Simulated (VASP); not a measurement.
# MnO2 (R-3m) in VASP: notebook

The runs below take MnO2 through single point, with BLYP, PBE.

Program: VASP 6.6.1. These are calculated values, not measurements. Logs are shortened: lines on timing, memory, paths and dates and some standing lists are left out, and cuts for length are marked.

### Step 1. The cell of the first run

It takes space group R-3m (No. 166, trigonal). The conventional cell has a = 2.857 Å, b = 2.857 Å, c = 13.752 Å, α = 90.00°, β = 90.00°, γ = 120.00°. Within 2.5 Å of Mn (site symmetry -3m) lie 6 O at 1.90 Å. O (site symmetry 3m) has 3 Mn at 1.90 Å within 2.5 Å.

### Step 2. Single point, BLYP, collinear spin, ferromagnetic start

File INCAR:

```
PREC = Accurate ; ENCUT = 520
EDIFF = 1E-7 ; ISMEAR = -5
SIGMA = 0.1 ; LREAL = F
LASPH = T ; NELM = 150
ALGO = Normal ; ISIF = 2
LWAVE = F ; LCHARG = F
ISPIN = 2 ; MAGMOM = 4 0 0
LORBIT = 11 ; LMAXMIX = 4
GGA = B5 ; ALDAX = 1.0
AGGAX = 1.0 ; AGGAC = 1.0
ALDAC = 0.0 ; NBANDS = 24
```

File KPOINTS:

```
Automatic mesh
0
Gamma
  3 3 3
```

File POSCAR:

```
MnO2
1.0
    1.4284348394      0.8247072390      4.5839315268
   -1.4284348394      0.8247072390      4.5839315268
    0.0000000000     -1.6494144781      4.5839315268
Mn O
1 2
Direct
    0.0000000000      0.0000000000      0.0000000000
    0.2643644900      0.2643644900      0.2643644900
    0.7356355100      0.7356355100      0.7356355100
```

Potentials or basis: VASP PAW PBE potentials, release 64 (Mn_pv, O).

The run is started by

```console
$ cat potpaw_PBE.64/Mn_pv/POTCAR potpaw_PBE.64/O/POTCAR > POTCAR
$ mpirun -np 1 vasp_std > vasp.out
```

OUTCAR:

```text
PREC = Accurate
   ENCUT = 520
   EDIFF = 1E-7
   ISMEAR = -5
   LREAL = F
   LASPH = T
   NELM = 150
   ISIF = 2
   ISPIN = 2
   LORBIT = 11
   GGA = B5

 ion  position               nearest neighbor table
   1  0.000  0.000  0.000-   3 1.90   2 1.90   3 1.90   3 1.90   2 1.90   2 1.90
   2  0.264  0.264  0.264-   1 1.90   1 1.90   1 1.90
   3  0.736  0.736  0.736-   1 1.90   1 1.90   1 1.90

  LATTYP: Found a trigonal (rhomboedric) cell.
 ALAT       =     4.8716523237
 COS(alpha) =     0.8280515398

  Lattice vectors:

 A1 = (   1.4284348394,   0.8247072390,   4.5839315268)
 A2 = (  -1.4284348394,   0.8247072390,   4.5839315268)
 A3 = (   0.0000000000,  -1.6494144781,   4.5839315268)

Analysis of symmetry for initial positions (statically):
=====================================================================
 Subroutine PRICEL returns:
 Original cell was already a primitive cell.

 Routine SETGRP: Setting up the symmetry group for a
 trigonal (rhombohedral) supercell.

 Subroutine GETGRP returns: Found 12 space group operations
 (whereof 12 operations were pure point group operations)
 out of a pool of 12 trial point group operations.

The static configuration has the point symmetry D_3d.

Analysis of symmetry for dynamics (positions and initial velocities):
=====================================================================
 Subroutine PRICEL returns:
 Original cell was already a primitive cell.

 Routine SETGRP: Setting up the symmetry group for a
 trigonal (rhombohedral) supercell.

 Subroutine GETGRP returns: Found 12 space group operations
 (whereof 12 operations were pure point group operations)
 out of a pool of 12 trial point group operations.

The dynamic configuration has the point symmetry D_3d.

Analysis of structural, dynamic, and magnetic symmetry:
=====================================================================
 Subroutine PRICEL returns:
 Original cell was already a primitive cell.

 Routine SETGRP: Setting up the symmetry group for a
 trigonal (rhombohedral) supercell.

 Subroutine GETGRP returns: Found 12 space group operations
 (whereof 12 operations were pure point group operations)
 out of a pool of 12 trial point group operations.

The overall configuration has the point symmetry D_3d.

 Subroutine INISYM returns: Found 12 space group operations
 (whereof 12 operations are pure point group operations),
 and found     1 'primitive' translations

[... 104 lines left out ...]
   GGA     = B5    functional components
   LHFCALC =     F    Hartree Fock is set to
   AEXX    =    0.0000 exact exchange contribution
   IVDW    =     0    specifies the selected vdW correction
   LEPSILON=     F    determine dielectric tensor
   LRPA    =     F    only Hartree local field effects (RPA)
 spin polarized calculation
 Fermi weights with tetrahedron method with Bloechl corrections
  energy-cutoff  :      520.00
  volume of cell :       32.40
 maximum number of plane-waves:       878
   NGX = 19   NGY = 19   NGZ = 19

 number of electron      25.0000008 magnetization       2.9999941

 Free energy of the ion-electron system (eV)
  ---------------------------------------------------
  ext. energy  EPLUGINS =         0.00000000
  ---------------------------------------------------
  free energy    TOTEN  =       -22.45595317 eV

  energy without entropy =      -22.45595317  energy(sigma->0) =      -22.45595317

 E-fermi :   3.5955     XC(G=0): -10.4638

 val. band max:        3.4146208739   @ k =   0.3333   0.3333   0.3333
 cond. band min:       4.2192530384   @ k =   0.0000   0.0000   0.0000
 fundamental gap:      0.8046321645
 Fermi energy:         3.5954859404

 spin component 1

 k-point     1 :       0.0000    0.0000    0.0000
  band No.  band energies     occupation
      1     -46.6812      1.00000
      2     -46.6719      1.00000
      3     -46.6719      1.00000
      4     -15.9428      1.00000
      5     -13.6524      1.00000
      6      -2.7196      1.00000
[... 151 lines left out ...]
     23      24.9875      0.00000
     24      26.5672      0.00000
 Fermi energy:         3.5954859404

 spin component 2

 k-point     1 :       0.0000    0.0000    0.0000
  band No.  band energies     occupation
      1     -43.6788      1.00000
      2     -43.6788      1.00000
      3     -43.5106      1.00000
      4     -15.8085      1.00000
      5     -13.5341      1.00000
      6      -1.8990      1.00000
[... 151 lines left out ...]
     23      25.6352      0.00000
     24      26.8508      0.00000

------------------------ aborting loop because EDIFF is reached ----------------------------------------

  FORCE on cell =-STRESS in cart. coord.  units (eV):
  Direction    XX          YY          ZZ          XY          YZ          ZX
  --------------------------------------------------------------------------------------
  -------------------------------------------------------------------------------------
  Total        2.7697930      2.7697930      1.7261673      0.0000000     -0.0000000      0.0000000
  in kB      136.9645849    136.9645849     85.3579244      0.0000000     -0.0000000      0.0000000
  external PRESSURE =     119.7623647 kB  Pullay stress =       0.0000000 kB

 VOLUME and BASIS-vectors are now :
 -----------------------------------------------------------------------------
  energy-cutoff  :      520.00
  volume of cell :       32.40
      direct lattice vectors                 reciprocal lattice vectors
     1.428434839  0.824707239  4.583931527     0.350033468  0.202091917  0.072717782
    -1.428434839  0.824707239  4.583931527    -0.350033468  0.202091917  0.072717782
     0.000000000 -1.649414478  4.583931527     0.000000000 -0.404183833  0.072717782

 POSITION                                       TOTAL-FORCE (eV/Angst)
 -----------------------------------------------------------------------------------
      0.00000      0.00000      0.00000         0.000000      0.000000     -0.000000
      0.00000     -0.00000      3.63549         0.000000      0.000000     -0.604496
      0.00000     -0.00000     10.11631         0.000000     -0.000000      0.604496
 -----------------------------------------------------------------------------------
    total drift:                                0.000000      0.000000      0.000000

  FREE ENERGIE OF THE ION-ELECTRON SYSTEM (eV)
  ---------------------------------------------------
  free  energy   TOTEN  =       -22.4559531676 eV

  energy  without entropy=      -22.4559531676  energy(sigma->0) =      -22.45595317

 total charge

# of ion       s       p       d       tot
------------------------------------------
    1        0.345   6.466   4.928  11.739
    2        1.575   3.434   0.000   5.009
    3        1.575   3.434   0.000   5.009
--------------------------------------------------
tot          3.495  13.334   4.928  21.756

 magnetization (x)

# of ion       s       p       d       tot
------------------------------------------
    1        0.029   0.035   2.756   2.820
    2        0.005   0.046   0.000   0.051
    3        0.005   0.046   0.000   0.051
--------------------------------------------------
tot          0.039   0.127   2.756   2.922
```

It took 39 s on 1 thread of Intel Xeon Platinum 8259CL at 2.50GHz (Skylake/Cascade Lake), shared host; peak memory 0.23 GiB.

Results:

```
Free energy                                           : -22.4560 eV
Pressure                                              : 12.0 GPa
Largest force                                         : 0.604 eV/Å
Band gap on the k mesh                                : 0.80 eV, indirect (the least direct gap lies 2.0 meV higher)
Net moment                                            : 3.00 μB per cell
Site moments                                          : Mn +2.82; O +0.05 μB
Valence electrons inside the program's atomic spheres : Mn 11.74; O 5.01
```

Forces in eV/Å, atoms in the order of the input:
```
Mn   0.000  0.000  0.000
O    0.000  0.000 -0.604
O    0.000  0.000  0.604
```

Stress tensor (GPa, compression positive):
```
13.70  0.00  0.00
 0.00 13.70  0.00
 0.00  0.00  8.54
```

Caveat: the k points lie up to 0.86 Å⁻¹ apart; the PAW data sets were made with another functional, which shifts forces and pressure a little; a cell with one magnetic atom can't hold antiferromagnetic order, which such compounds often take.

### Step 3. Single point, PBE, collinear spin, ferromagnetic start

File INCAR:

```
PREC = Accurate ; ENCUT = 520
EDIFF = 1E-7 ; ISMEAR = 0
SIGMA = 0.1 ; LREAL = False
LASPH = True ; NELM = 150
ALGO = Normal ; ISIF = 2
LWAVE = False ; LCHARG = True
ISPIN = 2 ; MAGMOM = 4 0 0
LORBIT = 11 ; LMAXMIX = 4
GGA = PE ; LELF = True
LVHAR = True ; ISYM = 0
NBANDS = 24
```

File KPOINTS:

```
Automatic mesh
0
Gamma
  3 3 3
  0.5 0.5 0
```

POSCAR is that of step 2.

Potentials or basis: VASP PAW PBE potentials, release 64 (Mn_pv, O).

The run is started by

```console
$ cat potpaw_PBE.64/Mn_pv/POTCAR potpaw_PBE.64/O/POTCAR > POTCAR
$ mpirun -np 1 vasp_std > vasp.out
```

Run time: 1.9 min. Hardware: 1 thread of Intel Xeon Platinum 8259CL at 2.50GHz (Skylake/Cascade Lake), shared host; peak memory 0.26 GiB.

The run converged. Its results:

```
Free energy                                           : -23.8176 eV
Pressure                                              : 5.9 GPa
Largest force                                         : 0.287 eV/Å
Band gap on the k mesh                                : 1.08 eV, indirect (least direct gap 1.16 eV)
Net moment                                            : 3.00 μB per cell
Site moments                                          : Mn +2.83; O +0.05 μB
Valence electrons inside the program's atomic spheres : Mn 11.75; O 5.00
```

Forces in eV/Å, atoms in the order of the input:
```
Mn   0.000  0.000  0.000
O    0.000  0.000 -0.287
O    0.000  0.000  0.287
```

Stress tensor (GPa, compression positive):
```
6.37 0.00 0.00
0.00 6.37 0.00
0.00 0.00 4.93
```

Levels at points of the mesh, in eV from the valence-band top:
Spin up:
```tsv
k point	band 11	band 12	band 13	band 14	band 15	band 16	band 17	band 18
(0.50, 0.50, 0.00)	-1.90	-1.81	-1.76	-1.05	2.34	2.87	11.21	12.49
(0.50, 0.00, 0.50)	-1.90	-1.81	-1.76	-1.05	2.34	2.87	11.21	12.49
(0.00, 0.50, 0.50)	-1.90	-1.81	-1.76	-1.05	2.34	2.87	11.21	12.49
```
Spin down:
```csv
k point,band 7,band 8,band 9,band 10,band 11,band 12,band 13,band 14,band 15,band 16
"(0.50, 0.50, 0.00)",-4.56,-4.17,-2.76,-2.72,-1.71,1.08,1.64,1.95,3.77,4.18
"(0.50, 0.00, 0.50)",-4.56,-4.17,-2.76,-2.72,-1.71,1.08,1.64,1.95,3.77,4.18
"(0.00, 0.50, 0.50)",-4.56,-4.17,-2.76,-2.72,-1.71,1.08,1.64,1.95,3.77,4.18
```

Caveat: the k points lie up to 0.86 Å⁻¹ apart; a cell with one magnetic atom can't hold antiferromagnetic order, which such compounds often take. A k mesh can miss the band edges.

[end of part 1 of 2]
